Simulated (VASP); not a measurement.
# B2P (R-3m) in VASP: notebook

The runs below take B2P through single point, with PBE-based screened hybrid with 25 % exact exchange.

All numbers are computed with VASP 6.6.1; they aren't measurements. Logs are shortened: lines on timing, memory, paths and dates and some standing lists are left out, and cuts for length are marked.

### 1 The cell of the first run

The structure is trigonal, space group R-3m (No. 166). The conventional cell has a = 3.030 Å, b = 3.030 Å, c = 11.775 Å, α = 90.00°, β = 90.00°, γ = 120.00°. B (site symmetry 3m) has 1 B at 1.66 Å and 3 P at 2.08 Å within 2.2 Å. Within 2.8 Å of P (site symmetry -3m) lie 6 B at 2.08 Å.

### 2 Single point, PBE-based screened hybrid with 25 % exact exchange

POSCAR

```
B2P
1.0
    1.5151200000      0.8747500000      3.9248800000
   -1.5151200000      0.8747500000      3.9248800000
    0.0000000000     -1.7495000000      3.9248800000
B P
2 1
Direct
    0.4293400000      0.4293400000      0.4293400000
    0.5706600000      0.5706600000      0.5706600000
    0.0000000000      0.0000000000      0.0000000000
```

INCAR.step1

```
SYSTEM = B2P
ALGO = Normal
EDIFF = 1E-5
ENCUT = 520
GGA = PE
ISIF = 2
ISMEAR = -1
LASPH = .TRUE.
LCHARG = .FALSE.
LREAL = .FALSE.
LWAVE = .TRUE.
NBANDS = 12
NELM = 80
PREC = Accurate
SIGMA = 0.05
```

INCAR.step2

```
SYSTEM = B2P
AEXX = 0.25
ALGO = Normal
EDIFF = 1E-7
ENCUT = 520
GGA = PE
HFSCREEN = 0.4
ISIF = 2
ISMEAR = -1
ISTART = 1
LASPH = .TRUE.
LCHARG = .FALSE.
LHFCALC = .TRUE.
LREAL = .FALSE.
LWAVE = .FALSE.
NBANDS = 12
NELM = 80
PREC = Accurate
PRECFOCK = Normal
SIGMA = 0.05
```

KPOINTS

```
k-points
0
G
  5 5 5
  0 0 0
```

Potentials or basis: VASP PAW PBE potentials, release 64 (B, P).

Run with:

```console
$ cat potpaw_PBE.64/B/POTCAR potpaw_PBE.64/P/POTCAR > POTCAR
$ cp INCAR.step1 INCAR
$ mpirun -np 1 vasp_std > vasp.out
$ cp INCAR.step2 INCAR
$ mpirun -np 1 vasp_std > vasp.out
```

OUTCAR:

```text
SYSTEM = B2P
   AEXX = 0.25
   EDIFF = 1E-7
   ENCUT = 520
   GGA = PE
   HFSCREEN = 0.4
   ISIF = 2
   ISMEAR = -1
   ISTART = 1
   LASPH = .TRUE.
   LHFCALC = .TRUE.
   LREAL = .FALSE.
   NELM = 80
   PREC = Accurate
   PRECFOCK = Normal

 ion  position               nearest neighbor table
   1  0.429  0.429  0.429-   2 1.66   3 2.08   3 2.08   3 2.08
   2  0.571  0.571  0.571-   1 1.66   3 2.08   3 2.08   3 2.08
   3  0.000  0.000  0.000-   2 2.08   1 2.08   2 2.08   2 2.08   1 2.08   1 2.08

  LATTYP: Found a trigonal (rhomboedric) cell.
 ALAT       =     4.2971454701
 COS(alpha) =     0.7513640370

  Lattice vectors:

 A1 = (   1.5151200000,   0.8747500000,   3.9248800000)
 A2 = (  -1.5151200000,   0.8747500000,   3.9248800000)
 A3 = (   0.0000000000,  -1.7495000000,   3.9248800000)

Analysis of symmetry for initial positions (statically):
=====================================================================
 Subroutine PRICEL returns:
 Original cell was already a primitive cell.

 Routine SETGRP: Setting up the symmetry group for a
 trigonal (rhombohedral) supercell.

 Subroutine GETGRP returns: Found 12 space group operations
 (whereof 12 operations were pure point group operations)
 out of a pool of 12 trial point group operations.

The static configuration has the point symmetry D_3d.

Analysis of symmetry for dynamics (positions and initial velocities):
=====================================================================
 Subroutine PRICEL returns:
 Original cell was already a primitive cell.

 Routine SETGRP: Setting up the symmetry group for a
 trigonal (rhombohedral) supercell.

 Subroutine GETGRP returns: Found 12 space group operations
 (whereof 12 operations were pure point group operations)
 out of a pool of 12 trial point group operations.

The dynamic configuration has the point symmetry D_3d.

 Subroutine INISYM returns: Found 12 space group operations
 (whereof 12 operations are pure point group operations),
 and found     1 'primitive' translations

----------------------------------------------------------------------------------------

                                     Primitive cell

  volume of cell :      31.2111

  direct lattice vectors                    reciprocal lattice vectors
     1.515120000  0.874750000  3.924880000     0.330006864  0.190530628  0.084928287
    -1.515120000  0.874750000  3.924880000    -0.330006864  0.190530628  0.084928287
     0.000000000 -1.749500000  3.924880000     0.000000000 -0.381061256  0.084928287

  length of vectors
     4.297145470  4.297145470  4.297142453     0.390409099  0.390409099  0.390410674

  position of ions in fractional coordinates (direct lattice)
     0.429340000  0.429340000  0.429340000
     0.570660000  0.570660000  0.570660000
     0.000000000  0.000000000  0.000000000

  ion indices of the primitive-cell ions
   primitive index   ion index
                 1           1
                 2           2
                 3           3

----------------------------------------------------------------------------------------

 KPOINTS: k-points

Automatic generation of k-mesh.
 Grid dimensions read from file:
 generate k-points for:    5    5    5

 Generating k-lattice:

  Cartesian coordinates                     Fractional coordinates (reciprocal lattice)
     0.066001373  0.038106126  0.016985657     0.200000000  0.000000000  0.000000000
    -0.066001373  0.038106126  0.016985657     0.000000000  0.200000000  0.000000000
     0.000000000 -0.076212251  0.016985657     0.000000000  0.000000000  0.200000000

  Length of vectors
     0.078081820  0.078081820  0.078082135

  Shift w.r.t. Gamma in fractional coordinates (k-lattice)
     0.000000000  0.000000000  0.000000000

 Subroutine IBZKPT returns following result:
 ===========================================

 Found     19 irreducible k-points:

 Following reciprocal coordinates:
            Coordinates               Weight
  0.000000  0.000000  0.000000      1.000000
  0.200000  0.000000  0.000000      6.000000
  0.400000  0.000000  0.000000      6.000000
  0.200000  0.200000  0.000000      6.000000
  0.400000  0.200000  0.000000     12.000000
 -0.400000  0.200000 -0.000000     12.000000
[... 11 lines left out ...]
  0.400000  0.400000  0.400000      2.000000
 -0.400000  0.400000  0.400000      6.000000
   k-points           NKPTS =     19   k-points in BZ     NKDIM =    125   number of bands    NBANDS=     12
   number of dos      NEDOS =    301   number of ions     NIONS =      3
   total plane-waves  NPLWV =  32768
   dimension x,y,z NGX =    32 NGY =   32 NGZ =   32
   dimension x,y,z NGXF=    64 NGYF=   64 NGZF=   64
   ions per type =               2   1
   NGX,Y,Z   is equivalent  to a cutoff of  12.38, 12.38, 12.38 a.u.
   NGXF,Y,Z  is equivalent  to a cutoff of  24.76, 24.76, 24.76 a.u.
 SYSTEM =  B2P
   PREC   = accura    normal or accurate (medium, high low for compatibility)
   ISTART =      1    job   : 0-new  1-cont  2-samecut
   ICHARG =      0    charge: 1-file 2-atom 10-const
   ISPIN  =      1    spin polarized calculation?
   LNONCOLLINEAR =      F non collinear calculations
   LSORBIT =      F    spin-orbit coupling
   LASPH  =      T    aspherical Exc in radial PAW
   ENCUT  =  520.0 eV  38.22 Ry    6.18 a.u.   7.99  7.99  7.99*2*pi/ulx,y,z
   NELM   =     80;   NELMIN=  2; NELMDL=  0     # of ELM steps
   EDIFF  = 0.1E-06   stopping-criterion for ELM
   LREAL  =      F    real-space projection
   EDIFFG = 0.1E-05   stopping-criterion for IOM
   NSW    =      0    number of steps for IOM
   IBRION =     -1    ionic relax: 0-MD 1-quasi-New 2-CG
   NFREE  =      0    steps in history (QN), initial steepest desc. (CG)
   ISIF   =      2    stress and relaxation
   ISYM   =      3    0-nonsym 1-usesym 2-fastsym
   POTIM  = 0.5000    time-step for ionic-motion
   TEBEG  =    0.0;   TEEND  =   0.0 temperature during run
   PSTRESS=    0.0 pullay stress
   NELECT =      11.0000    total number of electrons
   NUPDOWN=      -1.0000    fix difference up-down
   EMIN   =  10.00;   EMAX   =-10.00  energy-range for DOS
   EFERMI =   0.00;   METHOD = LEGACY
   ISMEAR =    -1;   SIGMA  =   0.05  broadening in eV -4-tet -1-fermi 0-gaus
   EFERMI_NEDOS =   21; number of points for ismear=-14 and -15
   IALGO  =     38    algorithm
   IMIX   =      1    mixing-type and parameters
     AMIX     =   0.40;   BMIX     =  1.00
     AMIX_MAG =   1.60;   BMIX_MAG =  1.00
  volume/ion in A,a.u.               =      10.40        70.21
  Fermi-wavevector in a.u.,A,eV,Ry     =   1.156386  2.185253 18.194102  1.337229
  Thomas-Fermi vector in A             =   2.293007
   LORBIT       =      0    0 simple, 1 ext, 2 COOP (PROOUT), +10 PAW based schemes
   GGA     = PE    functional components
   LHFCALC =     T    Hartree Fock is set to
   PRECFOCK=normal    Normal, Fast or Accurate (Low or Medium for compatibility)
   ENCUT4O =  -1.0   cutoff for four orbital integrals eV
   NKREDX  =     1    reduce k-point grid by
   NKREDY  =     1    reduce k-point grid by
   NKREDZ  =     1    reduce k-point grid by
   AEXX    =    0.2500 exact exchange contribution
   HFSCREEN=    0.4000 screening length (either q_TF or 0.3 A-1)
   HFSCREENC=   0.4000 screening length for correlation (either q_TF or 0.3 A-1)
   ENCUTFOCK=  -1.0 apply spherical cutoff to Coloumb kernel
   IVDW    =     0    specifies the selected vdW correction
   LEPSILON=     F    determine dielectric tensor
   LRPA    =     F    only Hartree local field effects (RPA)
 non-spin polarized calculation
  energy-cutoff  :      520.00
  volume of cell :       31.21
 maximum number of plane-waves:       856
  NGX = 24; NGY = 24; NGZ = 24

 number of electron      11.0000001 magnetization

 Free energy of the ion-electron system (eV)
  ---------------------------------------------------
  ext. energy  EPLUGINS =         0.00000000
  ---------------------------------------------------
  free energy    TOTEN  =       -18.18002368 eV

  energy without entropy =      -18.16631264  energy(sigma->0) =      -18.17316816

 E-fermi :   6.9193     XC(G=0):  -9.4923

 val. band max:        6.9088727003   @ k =   0.2000   0.2000   0.0000
 cond. band min:       6.9729914522   @ k =  -0.2000   0.2000   0.0000
 fundamental gap:      0.0641187519
 Fermi energy:         6.9193123120

 k-point     1 :       0.0000    0.0000    0.0000
  band No.  band energies     occupation
      1     -10.4172      2.00000
      2      -0.4361      2.00000
      3      -0.3756      2.00000
      4       7.0340      0.18319
      5       7.0341      0.18309
      6      10.4232      0.00000
      7      10.4233      0.00000
      8      13.5966      0.00000
      9      13.5967      0.00000
     10      14.0779      0.00000
     11      15.5981      0.00000
     12      18.1936      0.00000

 k-point     2 :       0.2000    0.0000    0.0000
  band No.  band energies     occupation
      1      -9.5588      2.00000
      2      -0.7710      2.00000
      3       1.2185      2.00000
      4       3.0568      2.00000
      5       5.8163      2.00000
      6       8.1879      0.00000
      7       9.3964      0.00000
      8      11.2731      0.00000
      9      14.9721      0.00000
     10      15.8184      0.00000
     11      17.5233      0.00000
     12      17.9638      0.00000

 k-point     3 :       0.4000    0.0000    0.0000
  band No.  band energies     occupation
      1      -7.0717      2.00000
      2      -2.6966      2.00000
      3       0.6126      2.00000
      4       3.4008      2.00000
      5       4.6123      2.00000
      6       4.9591      2.00000
      7       8.0316      0.00000
      8       9.1769      0.00000
      9      13.1719      0.00000
     10      16.0191      0.00000
     11      20.0480      0.00000
     12      21.9767      0.00000

 k-point     4 :       0.2000    0.2000    0.0000
  band No.  band energies     occupation
      1      -9.4830      2.00000
      2      -1.5931      2.00000
      3       2.0175      2.00000
      4       3.5995      2.00000
      5       5.2269      2.00000
      6       6.9089      1.10402
      7      11.2445      0.00000
      8      11.7523      0.00000
      9      14.6582      0.00000
     10      15.6479      0.00000
     11      17.6657      0.00000
     12      18.5651      0.00000

 k-point     5 :       0.4000    0.2000    0.0000
  band No.  band energies     occupation
      1      -7.7297      2.00000
      2      -1.2756      2.00000
      3       0.4135      2.00000
      4       1.8538      2.00000
      5       3.2107      2.00000
      6       6.7765      1.89128
      7       8.4361      0.00000
      8      12.6121      0.00000
      9      14.5766      0.00000
     10      16.3101      0.00000
     11      17.6141      0.00000
     12      20.4083      0.00000
[... 153 lines left out ...]
      1      -5.1578      2.00000
      2      -3.1193      2.00000
      3      -0.6373      2.00000
      4       0.7357      2.00000
      5       2.6743      2.00000
      6       6.4878      1.99964
      7       7.8999      0.00000
      8      13.1741      0.00000
      9      14.9380      0.00000
     10      16.2878      0.00000
     11      18.7732      0.00000
     12      20.2768      0.00000

 k-point    17 :      -0.4000   -0.4000    0.2000
  band No.  band energies     occupation
      1      -6.4533      2.00000
      2      -2.7177      2.00000
      3      -1.6966      2.00000
      4       2.9029      2.00000
      5       3.7322      2.00000
      6       7.1170      0.03764
      7      10.5933      0.00000
      8      11.0403      0.00000
      9      14.2413      0.00000
     10      16.7677      0.00000
     11      16.9639      0.00000
     12      18.2699      0.00000

 k-point    18 :       0.4000    0.4000    0.4000
  band No.  band energies     occupation
      1      -9.7471      2.00000
      2      -4.8811      2.00000
      3       5.4670      2.00000
      4       7.6126      0.00000
      5       7.6126      0.00000
      6       8.5279      0.00000
      7       8.5280      0.00000
      8      13.5956      0.00000
      9      15.3209      0.00000
     10      15.6431      0.00000
     11      16.3999      0.00000
     12      16.4000      0.00000

 k-point    19 :      -0.4000    0.4000    0.4000
  band No.  band energies     occupation
      1      -8.8259      2.00000
      2      -4.3648      2.00000
      3       2.8582      2.00000
      4       5.4357      2.00000
      5       5.6017      2.00000
      6       8.0186      0.00000
      7       9.8881      0.00000
      8      13.7990      0.00000
      9      14.9576      0.00000
     10      16.3062      0.00000
     11      16.9581      0.00000
     12      17.5783      0.00000

------------------------ aborting loop because EDIFF is reached ----------------------------------------

  FORCE on cell =-STRESS in cart. coord.  units (eV):
  Direction    XX          YY          ZZ          XY          YZ          ZX
  --------------------------------------------------------------------------------------
  -------------------------------------------------------------------------------------
  Total       -0.6017803     -0.6017735      0.1228627      0.0000000      0.0000000      0.0000000
  in kB      -30.8915646    -30.8912157      6.3069873      0.0000000      0.0000000      0.0000000
  external PRESSURE =     -18.4919310 kB  Pullay stress =       0.0000000 kB

 VOLUME and BASIS-vectors are now :
 -----------------------------------------------------------------------------
  energy-cutoff  :      520.00
  volume of cell :       31.21
      direct lattice vectors                 reciprocal lattice vectors
     1.515120000  0.874750000  3.924880000     0.330006864  0.190530628  0.084928287
    -1.515120000  0.874750000  3.924880000    -0.330006864  0.190530628  0.084928287
     0.000000000 -1.749500000  3.924880000     0.000000000 -0.381061256  0.084928287

 POSITION                                       TOTAL-FORCE (eV/Angst)
 -----------------------------------------------------------------------------------
      0.00000      0.00000      5.05532         0.000000     -0.000000      0.188657
      0.00000      0.00000      6.71932         0.000000      0.000000     -0.188657
      0.00000      0.00000      0.00000         0.000000      0.000000      0.000000
 -----------------------------------------------------------------------------------
    total drift:                               -0.000000      0.000000     -0.000000

  FREE ENERGIE OF THE ION-ELECTRON SYSTEM (eV)
  ---------------------------------------------------
  free  energy   TOTEN  =       -18.1800236847 eV

  energy  without entropy=      -18.1663126385  energy(sigma->0) =      -18.17316816
```

It took 7.7 min on 1 thread of Intel Xeon Platinum 8488C (Sapphire Rapids), shared host; peak memory 0.27 GiB.

Results:

```
Free energy            : -18.1800 eV
Pressure               : -1.8 GPa
Largest force          : 0.189 eV/Å
Band gap on the k mesh : zero (an odd number of electrons rules out a gap without spin polarisation)
```

Forces in eV/Å, atoms in the order of the input:
```
B    0.000  0.000  0.189
B    0.000  0.000 -0.189
P    0.000  0.000  0.000
```

Caveat: the k points lie up to 0.49 Å⁻¹ apart, too coarse for converged energies and pressures of a metal; the PAW data sets were made with another functional, which shifts forces and pressure a little; an odd number of electrons without spin polarisation forces a metal; a magnetic or distorted state may lie lower.

(Part 1 of 2 ends here.)

The gap in the log of VASP goes by the Fermi energy; the results here count the filled bands.